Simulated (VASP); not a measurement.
# K (P6/mmm) in VASP: a series of runs

Runs on K. Level: RPBE. Tasks: single point.

Everything below comes from runs of VASP 6.6.1. Logs are shortened: lines on timing, memory, paths and dates and some standing lists are left out, and cuts for length are marked.

### 1 The cell of the first run

Symmetry: P6/mmm, No. 191, hexagonal system. The conventional cell has a = 7.797 Å, b = 7.797 Å, c = 4.632 Å, α = 90.00°, β = 90.00°, γ = 120.00°.

This isn't the form of K at room conditions, which is bcc.

### 2 Single point, RPBE

Input file INCAR:

```
PREC = Accurate
ENCUT = 520
EDIFF = 1E-6
ISMEAR = -1
SIGMA = 0.1
LREAL = F
LASPH = T
NELM = 100
ALGO = Normal
ISIF = 2
LWAVE = F
LCHARG = F
GGA = RP
NBANDS = 20
```

Input file KPOINTS:

```
Automatic mesh
0
Gamma
  5 5 7
```

Input file POSCAR:

```
K
1.0
    7.7967122587      0.0000000000      0.0000000000
   -3.8983561294      6.7521508820      0.0000000000
    0.0000000000      0.0000000000      4.6317358165
K
3
Direct
    1.0000000000      1.0000000000      1.0000000000
    0.3333333333      0.6666666667      0.5000000000
    0.6666666667      0.3333333333      0.5000000000
```

Potentials or basis: VASP PAW PBE potentials, release 64 (K_sv).

Command:

```sh
$ cat potpaw_PBE.64/K_sv/POTCAR > POTCAR
$ mpirun -np 1 vasp_std > vasp.out
```

OUTCAR:

```text
PREC = Accurate
   ENCUT = 520
   EDIFF = 1E-6
   ISMEAR = -1
   LREAL = F
   LASPH = T
   NELM = 100
   ISIF = 2
   GGA = RP

 ion  position               nearest neighbor table
   1  0.000  0.000  0.000-
   2  0.333  0.667  0.500-
   3  0.667  0.333  0.500-

  LATTYP: Found a hexagonal cell.
 ALAT       =     7.7967122587
 C/A-ratio  =     0.5940626847

  Lattice vectors:

 A1 = (   7.7967122587,   0.0000000000,   0.0000000000)
 A2 = (  -3.8983561294,   6.7521508820,   0.0000000000)
 A3 = (   0.0000000000,   0.0000000000,   4.6317358165)

Analysis of symmetry for initial positions (statically):
=====================================================================
 Subroutine PRICEL returns:
 Original cell was already a primitive cell.

 Routine SETGRP: Setting up the symmetry group for a
 hexagonal supercell.

 Subroutine GETGRP returns: Found 24 space group operations
 (whereof 24 operations were pure point group operations)
 out of a pool of 24 trial point group operations.

The static configuration has the point symmetry D_6h.

Analysis of symmetry for dynamics (positions and initial velocities):
=====================================================================
 Subroutine PRICEL returns:
 Original cell was already a primitive cell.

 Routine SETGRP: Setting up the symmetry group for a
 hexagonal supercell.

 Subroutine GETGRP returns: Found 24 space group operations
 (whereof 24 operations were pure point group operations)
 out of a pool of 24 trial point group operations.

The dynamic configuration has the point symmetry D_6h.

 Subroutine INISYM returns: Found 24 space group operations
 (whereof 24 operations are pure point group operations),
 and found     1 'primitive' translations

----------------------------------------------------------------------------------------

                                     Primitive cell

  volume of cell :     243.8358

  direct lattice vectors                    reciprocal lattice vectors
     7.796712259  0.000000000  0.000000000     0.128259190  0.074050478  0.000000000
    -3.898356129  6.752150882  0.000000000     0.000000000  0.148100956  0.000000000
     0.000000000  0.000000000  4.631735816     0.000000000  0.000000000  0.215901778

  length of vectors
     7.796712259  7.796712259  4.631735816     0.148100956  0.148100956  0.215901778
[... 73 lines left out ...]
   LNONCOLLINEAR =      F non collinear calculations
   LSORBIT =      F    spin-orbit coupling
   LASPH  =      T    aspherical Exc in radial PAW
   ENCUT  =  520.0 eV  38.22 Ry    6.18 a.u.  14.50 14.50  8.61*2*pi/ulx,y,z
   NELM   =    100;   NELMIN=  2; NELMDL= -5     # of ELM steps
   EDIFF  = 0.1E-05   stopping-criterion for ELM
   LREAL  =      F    real-space projection
   EDIFFG = 0.1E-04   stopping-criterion for IOM
   NSW    =      0    number of steps for IOM
   IBRION =     -1    ionic relax: 0-MD 1-quasi-New 2-CG
   NFREE  =      0    steps in history (QN), initial steepest desc. (CG)
   ISIF   =      2    stress and relaxation
   ISYM   =      2    0-nonsym 1-usesym 2-fastsym
   POTIM  = 0.5000    time-step for ionic-motion
   TEBEG  =    0.0;   TEEND  =   0.0 temperature during run
   PSTRESS=    0.0 pullay stress
   NELECT =      27.0000    total number of electrons
   NUPDOWN=      -1.0000    fix difference up-down
   EMIN   =  10.00;   EMAX   =-10.00  energy-range for DOS
   EFERMI =   0.00;   METHOD = LEGACY
   ISMEAR =    -1;   SIGMA  =   0.10  broadening in eV -4-tet -1-fermi 0-gaus
   EFERMI_NEDOS =   21; number of points for ismear=-14 and -15
   IALGO  =     38    algorithm
   IMIX   =      4    mixing-type and parameters
     AMIX     =   0.40;   BMIX     =  1.00
     AMIX_MAG =   1.60;   BMIX_MAG =  1.00
  volume/ion in A,a.u.               =      81.28       548.50
  Fermi-wavevector in a.u.,A,eV,Ry     =   0.786135  1.485579  8.408505  0.618008
  Thomas-Fermi vector in A             =   1.890612
   LORBIT       =      0    0 simple, 1 ext, 2 COOP (PROOUT), +10 PAW based schemes
   GGA     = RP    functional components
   LHFCALC =     F    Hartree Fock is set to
   AEXX    =    0.0000 exact exchange contribution
   IVDW    =     0    specifies the selected vdW correction
   LEPSILON=     F    determine dielectric tensor
   LRPA    =     F    only Hartree local field effects (RPA)
 non-spin polarized calculation
  energy-cutoff  :      520.00
  volume of cell :      243.84
 maximum number of plane-waves:      6599
 NGX is ok and might be reduce to    60
   NGX = 29   NGY = 29   NGZ = 17

 number of electron      27.0000001 magnetization

 Free energy of the ion-electron system (eV)
  ---------------------------------------------------
  ext. energy  EPLUGINS =         0.00000000
  ---------------------------------------------------
  free energy    TOTEN  =        -2.83636246 eV

  energy without entropy =       -2.76178704  energy(sigma->0) =       -2.79907475

 E-fermi :  -0.2209     XC(G=0):  -5.2890

 val. band max:       -0.2693471128   @ k =   0.2000   0.2000   0.1429
 cond. band min:      -0.0337549016   @ k =   0.2000   0.0000   0.0000
 fundamental gap:      0.2355922113
 Fermi energy:        -0.2208724254

 k-point     1 :       0.0000    0.0000    0.0000
  band No.  band energies     occupation
      1     -32.5525      2.00000
      2     -32.5492      2.00000
      3     -32.4660      2.00000
      4     -16.0054      2.00000
      5     -16.0054      2.00000
      6     -15.9721      2.00000
[... 449 lines left out ...]
     19       2.3120      0.00000
     20       2.9960      0.00000

------------------------ aborting loop because EDIFF is reached ----------------------------------------

  FORCE on cell =-STRESS in cart. coord.  units (eV):
  Direction    XX          YY          ZZ          XY          YZ          ZX
  --------------------------------------------------------------------------------------
  -------------------------------------------------------------------------------------
  Total       -0.0286087     -0.0286087     -0.0066054      0.0000000     -0.0000000      0.0000000
  in kB       -0.1879801     -0.1879801     -0.0434025      0.0000000     -0.0000000      0.0000000
  external PRESSURE =      -0.1397876 kB  Pullay stress =       0.0000000 kB

 VOLUME and BASIS-vectors are now :
 -----------------------------------------------------------------------------
  energy-cutoff  :      520.00
  volume of cell :      243.84
      direct lattice vectors                 reciprocal lattice vectors
     7.796712259  0.000000000  0.000000000     0.128259190  0.074050478  0.000000000
    -3.898356129  6.752150882  0.000000000     0.000000000  0.148100956  0.000000000
     0.000000000  0.000000000  4.631735816     0.000000000  0.000000000  0.215901778

 POSITION                                       TOTAL-FORCE (eV/Angst)
 -----------------------------------------------------------------------------------
      0.00000      0.00000      0.00000        -0.000000      0.000000      0.000000
     -0.00000      4.50143      2.31587         0.000000      0.000000      0.000000
      3.89836      2.25072      2.31587        -0.000000      0.000000      0.000000
 -----------------------------------------------------------------------------------
    total drift:                                0.000000     -0.000000      0.000000

  FREE ENERGIE OF THE ION-ELECTRON SYSTEM (eV)
  ---------------------------------------------------
  free  energy   TOTEN  =        -2.8363624583 eV

  energy  without entropy=       -2.7617870404  energy(sigma->0) =       -2.79907475
```

It took 56 s on 1 thread of Oxide Virtual Turin-like, shared host; peak memory 0.31 GiB.

Results:

```yaml
Free_energy: -2.8364 eV
Pressure: 0.0 GPa
Band_gap_on_the_k_mesh: zero (an odd number of electrons rules out a gap without spin polarisation)
```

Caveat: the PAW data sets were made with another functional, which shifts forces and pressure a little.

### 3 Single point, RPBE (71.53 Å³/atom)

This run uses another cell than the first one, of 71.53 Å³/atom.

Input file INCAR:

```
SYSTEM = K
PREC     = Accurate       ! precision mode
ENCUT    = 520            ! plane-wave cutoff, eV
EDIFF    = 1E-6           ! SCF threshold, eV
ISMEAR   = -1             ! smearing method
SIGMA    = 0.1            ! smearing width, eV
LREAL    = .False.        ! projectors in reciprocal space
LASPH    = .True.         ! aspherical terms in the spheres
NELM     = 60             ! most SCF steps
ALGO     = Normal         ! electronic algorithm
ISIF     = 2              ! what is computed and relaxed
LWAVE    = .False.        ! write WAVECAR
LCHARG   = .False.        ! write CHGCAR
GGA      = RP             ! functional
NBANDS   = 20             ! bands
```

Input file KPOINTS:

```
regular mesh
0
Gamma
  6 6 8
  0 0 0
```

Input file POSCAR:

```
K
1.0
    7.4714643872      0.0000000000      0.0000000000
   -3.7357321936      6.4704779628      0.0000000000
    0.0000000000      0.0000000000      4.4385181928
K
3
Direct
    1.0000000000      1.0000000000      1.0000000000
    0.3333333333      0.6666666667      0.5000000000
    0.6666666667      0.3333333333      0.5000000000
```

Potentials or basis: VASP PAW PBE potentials, release 64 (K_sv).

Command:

```sh
$ cat potpaw_PBE.64/K_sv/POTCAR > POTCAR
$ mpirun -np 1 vasp_std > vasp.out
```

It took 2.6 min on 1 thread of Oxide Virtual Turin-like, shared host; peak memory 0.33 GiB.

Results (log left out):

- Free energy: -2.7882 eV
- Pressure: 0.5 GPa
- Band gap on the k mesh: zero (an odd number of electrons rules out a gap without spin polarisation)

Levels at points of the mesh, in eV from the Fermi level:
```tsv
k point	band 10	band 11	band 12	band 13	band 14	band 15	band 16	band 17
(0.00, 0.00, 0.00)	-15.61	-15.61	-15.59	-2.19	1.12	1.12	1.13	1.13
(0.50, 0.00, 0.00)	-15.61	-15.61	-15.59	-1.20	-1.20	0.43	0.61	2.70
(0.00, 0.00, 0.50)	-15.65	-15.60	-15.60	-0.22	-0.14	1.76	1.76	1.89
(0.50, 0.00, 0.50)	-15.65	-15.60	-15.60	0.50	0.58	0.65	0.72	1.52
```

Caveat: the PAW data sets were made with another functional, which shifts forces and pressure a little.

The gap in the log of VASP goes by the Fermi energy; the results here count the filled bands.